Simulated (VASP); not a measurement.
AlN, 4 atoms in the cell. The structure is orthorhombic, space group Cmcm (No. 63). The conventional cell has a = 4.037 Å, b = 4.037 Å, c = 4.037 Å, α = 90.00°, β = 90.00°, γ = 90.00°. Al (site symmetry m2m) has 6 N at 1.94 to 2.09 Å within 2.6 Å. Within 2.6 Å of N (site symmetry m2m) lie 6 Al at 1.94 to 2.09 Å. 

```yaml
Program: VASP 6.6.1
Task: single point
Functional: PBE
Potentials_or_basis: VASP PAW PBE potentials, release 64 (Al, N)
Cutoff: 520 eV
k_mesh: 8 × 8 × 6
Occupations: gaussian, width 0.05 eV
Spin: no spin polarisation
Dipole_correction: no
Further_INCAR_settings: ALGO = Normal; EDIFF = 1e-06; NBANDS = 16
```

Potentials or basis: VASP PAW PBE potentials, release 64 (Al, N).

The run is started by

```bash
$ cat potpaw_PBE.64/Al/POTCAR potpaw_PBE.64/N/POTCAR > POTCAR
$ mpirun -np 1 vasp_std > vasp.out
```

Hardware: 1 thread of Intel(R) Xeon(R) Platinum 8259CL CPU @ 2.50GHz (Skylake/Cascade Lake) (shared host).

How long does it take, and how much memory?

Wall time 34 s on 1 thread of Intel(R) Xeon(R) Platinum 8259CL CPU @ 2.50GHz (Skylake/Cascade Lake), on a shared host, peak memory 0.16 GiB. Counts: scf iterations 12, k points 84.
